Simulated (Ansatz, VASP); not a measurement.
**Two plane-wave programs on KMgF3**

The input INCAR:

```
SYSTEM = KMgF3
  PREC = Accurate
  ENCUT = 520
  EDIFF = 1E-7
  ISMEAR = 0
  SIGMA = 0.05
  LREAL = .False.
  LASPH = .True.
  NELM = 100
  ALGO = Normal
  ISIF = 2
  LWAVE = .False.
  LCHARG = .True.
  GGA = PS
  LELF = .True.
  LVHAR = .True.
  NBANDS = 24
```

Contents of KPOINTS:

```
Automatic mesh
0
Gamma
  6 6 6
  0 0 0
```

File POSCAR:

```
KMgF3
1.0
    4.0956994065     -0.6301076010     -0.6301076010
   -0.6301076010      4.0956994065     -0.6301076010
   -0.6301076010     -0.6301076010      4.0956994065
K Mg F
1 1 3
Direct
    0.5000000000      0.5000000000      0.5000000000
    0.0000000000      0.0000000000      0.0000000000
    0.5000000000      0.0000000000      0.0000000000
    0.0000000000      0.5000000000      0.0000000000
    0.0000000000      0.0000000000      0.5000000000
```

Input for Ansatz:

```yaml
crystal:
  lattice:
    - [4.0956994065, -0.630107601, -0.630107601]
    - [-0.630107601, 4.0956994065, -0.630107601]
    - [-0.630107601, -0.630107601, 4.0956994065]
  atoms:
    - { symbol: K, position: [0.5, 0.5, 0.5] }
    - { symbol: Mg, position: [0.0, 0.0, 0.0] }
    - { symbol: F, position: [0.5, 0.0, 0.0] }
    - { symbol: F, position: [0.0, 0.5, 0.0] }
    - { symbol: F, position: [0.0, 0.0, 0.5] }
basis:
  ecutwfc: 420
kpoints:
  mp_grid: { grid: [6, 6, 6] }
hamiltonian:
  xc: pbesol
scf:
  occupations: { method: gaussian, width: 0.05 }
output:
  forces: true
  stress: true
  eigenvalues: true
  write_density: true
  write_potential: true
  elf: true
  volumetric_format: npy
```

Alike in both runs: task single point; functional PBEsol; k mesh 6 × 6 × 6; occupations gaussian, width 0.05 eV; no spin polarisation.

|  | VASP | Ansatz |
| --- | --- | --- |
| version | VASP 6.6.1 | Ansatz 0.2.0 |
| potentials or method | VASP PAW PBE potentials, release 64 (K_sv, Mg, F), cutoff 520 eV | scalar-relativistic, plane waves, PAW |
| valence electrons in the cell | 32 | 40 |

Ansatz gave:

- gap on the k mesh at the Fermi level (eV): 5.28
- least direct gap on the mesh (eV): 5.28
- pressure (GPa): 3.8
- traceless stress, the component that is largest in VASP (GPa): 14.88

Which values does VASP return?

gap on the k mesh at the Fermi level (eV): 5.24; least direct gap on the mesh (eV): 5.25; pressure (GPa): 3.6; traceless stress, the component that is largest in VASP (GPa): 14.98.

VASP's potentials were made for PBE, not for PBEsol. VASP's potentials hold 32 valence electrons a cell and Ansatz's 40, so a difference there can come from the potentials and not from the codes.
